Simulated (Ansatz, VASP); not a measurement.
AlN: VASP beside Ansatz

INCAR

```
SYSTEM = AlN
PREC = Accurate
ENCUT = 520
EDIFF = 1E-7
ISMEAR = 0
SIGMA = 0.02
LREAL = .FALSE.
LASPH = .TRUE.
NELM = 80
ALGO = Normal
ISIF = 2
LWAVE = .FALSE.
LCHARG = .TRUE.
GGA = PE
LELF = .TRUE.
LVHAR = .TRUE.
NBANDS = 11
```

KPOINTS

```
Automatic mesh
0
G
  10 10 10
  0 0 0
```

The input POSCAR:

```
AlN
1.0
    0.0270183990      2.1111176027      2.0158207796
    2.0316900200      0.0186361849      2.0242029937
    2.0364914825      2.1243012793      0.0138347224
Al N
1 1
Direct
    0.5556569173      0.4950577975      0.4519763403
   -0.0556569173      0.0049422025      0.0480236597
```

Input for Ansatz:

```yaml
crystal:
  lattice:
    - [0.027018399, 2.1111176027, 2.0158207796]
    - [2.03169002, 0.0186361849, 2.0242029937]
    - [2.0364914825, 2.1243012793, 0.0138347224]
  atoms:
    - { symbol: Al, position: [0.5556569173, 0.4950577975, 0.4519763403] }
    - { symbol: "N", position: [-0.0556569173, 0.0049422025, 0.0480236597] }
basis:
  ecutwfc: 420
kpoints:
  mp_grid: { grid: [10, 10, 10] }
hamiltonian:
  xc: pbe
scf:
  occupations: { method: gaussian, width: 0.02 }
output:
  forces: true
  stress: true
  eigenvalues: true
```

Change from the starting cell: all atoms moved at random, cell strained at random.

Alike in both runs: task single point; functional PBE; k mesh 10 × 10 × 10; occupations gaussian, width 0.02 eV; no spin polarisation.

```csv
,VASP,Ansatz
version,VASP 6.6.1,Ansatz 0.2.0
potentials or method,"VASP PAW PBE potentials, release 64 (Al, N), cutoff 520 eV","scalar-relativistic, plane waves, PAW"
valence electrons in the cell,8,8
```

VASP gave:

| Property | Result |
| --- | --- |
| gap on the k mesh at the Fermi level (eV) | 3.68 |
| least direct gap on the mesh (eV) | 4.73 |
| pressure (GPa) | 10.8 |
| traceless stress, the component that is largest in VASP (GPa) | -21.45 |
| rms of the force components (eV/Å) | 1.475 |

Q: What did Ansatz give for the same quantities?

A: gap on the k mesh at the Fermi level (eV): 3.70; least direct gap on the mesh (eV): 4.72; pressure (GPa): 10.9; traceless stress, the component that is largest in VASP (GPa): -21.37; rms of the force components (eV/Å): 1.472.

Atom by atom the forces differ by 0.002 eV/Å (rms over components). With one functional, cell and mesh, what is left measures potentials, basis and numerics.
